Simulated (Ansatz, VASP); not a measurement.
## One calculation of Sb, two programs

```
Sb
1.0
     3.12240    0.00000    0.00000
     0.00000    4.34752    0.00000
    -0.03891    0.00000    4.40585
Sb
2
Direct
  0.01139 0.25000 0.24117
  0.98861 0.75000 0.75883
```

Alike in both runs: task single point; functional PBEsol; k mesh 6 × 4 × 4; occupations fermi-dirac, width 0.05 eV; no spin polarisation.

|  | VASP | Ansatz |
| --- | --- | --- |
| version | VASP 6.6.1 | Ansatz 0.2.0 |
| potentials or method | VASP PAW PBE potentials, release 64 (Sb), cutoff 520 eV | all-electron PAW datasets made for the crystal |

Ansatz gave:

- gap on the k mesh at the Fermi level (eV): none
- pressure (GPa): -1.9
- traceless stress, the component that is largest in VASP (GPa): -3.92
- rms of the force components (eV/Å): 0.032

Question: What did VASP give for the same quantities?

Answer: gap on the k mesh at the Fermi level (eV): none; pressure (GPa): -1.8; traceless stress, the component that is largest in VASP (GPa): -3.93; rms of the force components (eV/Å): 0.037.

VASP's potentials were made for PBE, not for PBEsol. Atom by atom the forces differ by 0.007 eV/Å (rms over components). A gap of «none» marks a metal or a gap that the smearing closes. Ansatz ran all-electron here, and VASP with PAW potentials.

The k mesh is coarse, so the values compare programs but aren't converged. Neither program's run includes spin-orbit coupling. Noted on Ansatz's run: the k mesh is thin for a metal, which can move the energy by tens of meV per atom.
